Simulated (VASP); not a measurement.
# Si (Fd-3m) in VASP: vibrations by perturbation theory with PBE

Aim: the vibrations by perturbation theory of Si with PBE.

All numbers are computed with VASP 6.6.1; they aren't measurements. Logs are shortened: lines on timing, memory, paths and dates and some standing lists are left out, and cuts for length are marked.

## (1) The cell of the first run

It takes space group Fd-3m (No. 227, cubic). Conventional cell: a = 5.470 Å, b = 5.470 Å, c = 5.470 Å, α = 90.00°, β = 90.00°, γ = 90.00°. Si (site symmetry -43m) has 4 Si at 2.37 Å within 3.1 Å.

## (2) Vibrations by perturbation theory, PBE

File INCAR:

```
  PREC = Accurate
  ENCUT = 520
  EDIFF = 1E-8
  ISMEAR = 0
  SIGMA = 0.01
  LREAL = False
  LASPH = True
  NELM = 100
  ALGO = Normal
  ISIF = 2
  LWAVE = False
  LCHARG = True
  GGA = PE
  IBRION = 8
  NSW = 1
  LEPSILON = True
```

File KPOINTS:

```
Automatic mesh
0
Gamma
  8 8 8
```

File POSCAR:

```
Si
1.0
    0.0000000000      2.7350468820      2.7350468820
    2.7350468820      0.0000000000      2.7350468820
    2.7350468820      2.7350468820      0.0000000000
Si
2
Direct
    0.7500000000      0.7500000000      0.7500000000
    0.5000000000      0.5000000000      0.5000000000
```

Potentials or basis: VASP PAW PBE potentials, release 64 (Si).

Launch:

```sh
$ cat potpaw_PBE.64/Si/POTCAR > POTCAR
$ mpirun -np 1 vasp_std > vasp.out
```

OUTCAR:

```text
PREC = Accurate
   ENCUT = 520
   EDIFF = 1E-8
   ISMEAR = 0
   LREAL = False
   LASPH = True
   NELM = 100
   ISIF = 2
   GGA = PE
   IBRION = 8
   NSW = 1
   LEPSILON = True

 ion  position               nearest neighbor table
   1  0.750  0.750  0.750-   2 2.37   2 2.37   2 2.37   2 2.37
   2  0.500  0.500  0.500-   1 2.37   1 2.37   1 2.37   1 2.37

  LATTYP: Found a face centered cubic cell.
 ALAT       =     5.4700937640

  Lattice vectors:

 A1 = (   0.0000000000,   2.7350468820,   2.7350468820)
 A2 = (   2.7350468820,   0.0000000000,   2.7350468820)
 A3 = (   2.7350468820,   2.7350468820,   0.0000000000)

Analysis of symmetry for initial positions (statically):
=====================================================================
 Subroutine PRICEL returns:
 Original cell was already a primitive cell.

 Routine SETGRP: Setting up the symmetry group for a
 face centered cubic supercell.

 Subroutine GETGRP returns: Found 48 space group operations
 (whereof 24 operations were pure point group operations)
 out of a pool of 48 trial point group operations.

The static configuration has the point symmetry T_d .
 The point group associated with its full space group is O_h .

Analysis of symmetry for dynamics (positions and initial velocities):
=====================================================================
 Subroutine PRICEL returns:
 Original cell was already a primitive cell.

 Routine SETGRP: Setting up the symmetry group for a
 face centered cubic supercell.

 Subroutine GETGRP returns: Found 48 space group operations
 (whereof 24 operations were pure point group operations)
 out of a pool of 48 trial point group operations.

The dynamic configuration has the point symmetry T_d .
 The point group associated with its full space group is O_h .

 Subroutine INISYM returns: Found 48 space group operations
 (whereof 24 operations are pure point group operations),
 and found     1 'primitive' translations
[... 496 lines left out ...]
          14.147901    -0.000000    -0.000000
           0.000000    14.147901    -0.000000
           0.000000     0.000000    14.147901
 ------------------------------------------------------

 PIEZOELECTRIC TENSOR (including local field effects)  for field in x, y, z        (e  Angst)
          XX          YY          ZZ          XY          YZ          ZX
  --------------------------------------------------------------------------------
  x     0.00000     0.00000     0.00000     0.00000     0.00000     0.00000
  y     0.00000    -0.00000    -0.00000     0.00000    -0.00000    -0.00000
  z     0.00000     0.00000    -0.00000     0.00000     0.00000     0.00000

 PIEZOELECTRIC TENSOR (including local field effects)  for field in x, y, z        (C/m^2)
          XX          YY          ZZ          XY          YZ          ZX
  --------------------------------------------------------------------------------
  x     0.00000     0.00000     0.00000     0.00000     0.00000     0.00000
  y     0.00000    -0.00000    -0.00000     0.00000    -0.00000    -0.00000
  z     0.00000     0.00000    -0.00000     0.00000     0.00000     0.00000

 BORN EFFECTIVE CHARGES (including local field effects) (in |e|, cummulative output)
 ---------------------------------------------------------------------------------
 ion    1
    1     0.00000     0.00000     0.00000
    2     0.00000     0.00000     0.00000
    3     0.00000     0.00000     0.00000
 ion    2
    1     0.00000    -0.00000     0.00000
    2     0.00000     0.00000     0.00000
    3     0.00000    -0.00000     0.00000

 INTERNAL STRAIN TENSOR FOR ION    2 for displacements in x,y,z  (eV/Angst):
          X           Y           Z          XY          YZ          ZX
  --------------------------------------------------------------------------------
  x     0.00000     0.00000     0.00000     0.00000     8.67603     0.00000
  y     0.00000     0.00000     0.00000     0.00000     0.00000     8.67603
  z     0.00000     0.00000     0.00000     8.67603     0.00000     0.00000

 SECOND DERIVATIVES (NOT SYMMETRIZED)
 ------------------------------------
               1X          1Y          1Z          2X          2Y          2Z
  1X   -13.047601    0.000000    0.000000   13.047601    0.000000    0.000000
  1Y     0.000000  -13.047601    0.000000    0.000000   13.047601    0.000000
  1Z     0.000000    0.000000  -13.047601    0.000000    0.000000   13.047601
  2X    13.047601    0.000000    0.000000  -13.047601    0.000000    0.000000
  2Y     0.000000   13.047601    0.000000    0.000000  -13.047601    0.000000
  2Z     0.000000    0.000000   13.047601    0.000000    0.000000  -13.047601

 Eigenvectors and eigenvalues of the dynamical matrix
 ----------------------------------------------------

   1 f  =   15.069327 THz    94.683371 2PiTHz  502.658628 cm-1    62.321699 meV
             X         Y         Z           dx          dy          dz
      4.102570  4.102570  4.102570     0.707107    0.000000    0.000000
      2.735047  2.735047  2.735047    -0.707107    0.000000    0.000000
[... 16 lines left out ...]
   5 f  =    0.000000 THz     0.000000 2PiTHz    0.000000 cm-1     0.000000 meV
             X         Y         Z           dx          dy          dz
      4.102570  4.102570  4.102570     0.707107    0.000000    0.000000
      2.735047  2.735047  2.735047     0.707107    0.000000    0.000000

   6 f/i=    0.000000 THz     0.000001 2PiTHz    0.000006 cm-1     0.000001 meV
             X         Y         Z           dx          dy          dz
      4.102570  4.102570  4.102570     0.000000   -0.676766   -0.204908
      2.735047  2.735047  2.735047     0.000000   -0.676766   -0.204908

--------------------------------------------------------------------------------------------------------

 MACROSCOPIC STATIC DIELECTRIC TENSOR IONIC CONTRIBUTION
 ------------------------------------------------------
           0.000000     0.000000     0.000000
           0.000000     0.000000     0.000000
           0.000000     0.000000     0.000000
 ------------------------------------------------------

 ELASTIC MODULI CONTR FROM IONIC RELAXATION (kBar)
 Direction    XX          YY          ZZ          XY          YZ          ZX
 --------------------------------------------------------------------------------
 XX          -0.0000     -0.0000     -0.0000     -0.0000      0.0000     -0.0000
 YY          -0.0000     -0.0000     -0.0000     -0.0000     -0.0000     -0.0000
 ZZ          -0.0000     -0.0000     -0.0000     -0.0000     -0.0000     -0.0000
 XY          -0.0000     -0.0000     -0.0000   -225.8903      0.0000     -0.0000
 YZ           0.0000     -0.0000     -0.0000      0.0000   -225.8903      0.0000
 ZX          -0.0000     -0.0000     -0.0000     -0.0000      0.0000   -225.8903
 --------------------------------------------------------------------------------

 PIEZOELECTRIC TENSOR IONIC CONTR  for field in x, y, z        (C/m^2)
          XX          YY          ZZ          XY          YZ          ZX
  --------------------------------------------------------------------------------
  x    -0.00000    -0.00000    -0.00000    -0.00000     0.00000    -0.00000
  y     0.00000     0.00000     0.00000     0.00000     0.00000     0.00000
  z    -0.00000    -0.00000    -0.00000    -0.00000     0.00000    -0.00000
```

OSZICAR:

```text
N       E                     dE             d eps       ncg     rms          rms(c)
DAV:   1     0.105748093793E+02    0.10575E+02   -0.35650E+03   464   0.830E+02
DAV:   2    -0.107487080456E+02   -0.21324E+02   -0.20804E+02   696   0.889E+01
DAV:   3    -0.110130717809E+02   -0.26436E+00   -0.26436E+00   568   0.132E+01
DAV:   4    -0.110145054883E+02   -0.14337E-02   -0.14337E-02   760   0.113E+00
[... 144 lines left out ...]
RMM:   8    -0.173609033912E-01   -0.78732E-07   -0.18888E-07  2643   0.127E-04    0.447E-05
RMM:   9    -0.173607698484E-01    0.13354E-06    0.24587E-08  2495   0.975E-05    0.786E-06
RMM:  10    -0.173608205433E-01   -0.50695E-07   -0.27622E-08  2696   0.129E-05    0.384E-06
RMM:  11    -0.173608006027E-01    0.19941E-07    0.26075E-08  2483   0.732E-06    0.749E-07
RMM:  12    -0.173608059972E-01   -0.53945E-08   -0.11556E-09  2114   0.175E-06    0.623E-07
 Linear response finished
```

stdout:

```text
POSCAR found type information on POSCAR Si
 POSCAR found :  1 types and       2 ions
 scaLAPACK will be used
 LDA part: xc-table for (Slater+PW92), standard interpolation
 POSCAR, INCAR and KPOINTS ok, starting setup
 FFT: planning ... GRIDC
 FFT: planning ... GRID_SOFT
 FFT: planning ... GRID
 WAVECAR not read
 entering main loop
 Linear response reoptimize wavefunctions to high precision
 Linear response G [H, r] |phi>, progress :
  Direction:   1
 Linear response G [H, r] |phi>, progress :
  Direction:   2
 Linear response G [H, r] |phi>, progress :
  Direction:   3
 Linear response to external field (no local field effect), progress :
  Direction:   1
 dielectric tensor                  component  1 :    18.451    10.538     2.053
 Linear response to external field (no local field effect), progress :
  Direction:   2
 dielectric tensor                  component  2 :    10.538    18.581    -2.252
 Linear response to external field (no local field effect), progress :
  Direction:   3
 dielectric tensor                  component  3 :     2.053    -2.252     7.269
 Linear response to external field, progress :
  Direction:   1
 dielectric tensor                  component  1 :    14.148     7.234     1.775
 Linear response to external field, progress :
  Direction:   2
 dielectric tensor                  component  2 :     6.932    14.148    -1.378
 Linear response to external field, progress :
  Direction:   3
 dielectric tensor                  component  3 :     1.384     4.025    14.148
 Linear response DOF=           1
 Linear response progress:
 first order change of Fermi-energy   0.13126E-03
 force on displaced ion       1 direction 1 : -13.048   0.000   0.000
 Born effective charge ion    1 direction 1 :  -0.097   0.000   0.000
 Born effective charges drift removed
 Linear response finished
```

Run time: 91 s. Hardware: 1 thread of AMD EPYC 9R45 (Zen 5), shared host; peak memory 0.19 GiB.

Results:

| Quantity | Value |
| --- | --- |
| Electronic dielectric tensor (diagonal) | 14.15 |
| Born charges (mean of the diagonal) | Si +0.00 e |
| Highest phonon frequency at Γ | 503 cm⁻¹ |

Phonon frequencies in cm⁻¹ (negative: imaginary):
```
              q point        frequencies
(0.000, 0.000, 0.000)  0 0 0 503 503 503
```

Electronic dielectric tensor:
```
14.15  0.00  0.00
 0.00 14.15  0.00
 0.00  0.00 14.15
```

Born effective charge tensors (e):
atom 1, Si
```
0.00 0.00 0.00
0.00 0.00 0.00
0.00 0.00 0.00
```
atom 2, Si
```
0.00 0.00 0.00
0.00 0.00 0.00
0.00 0.00 0.00
```
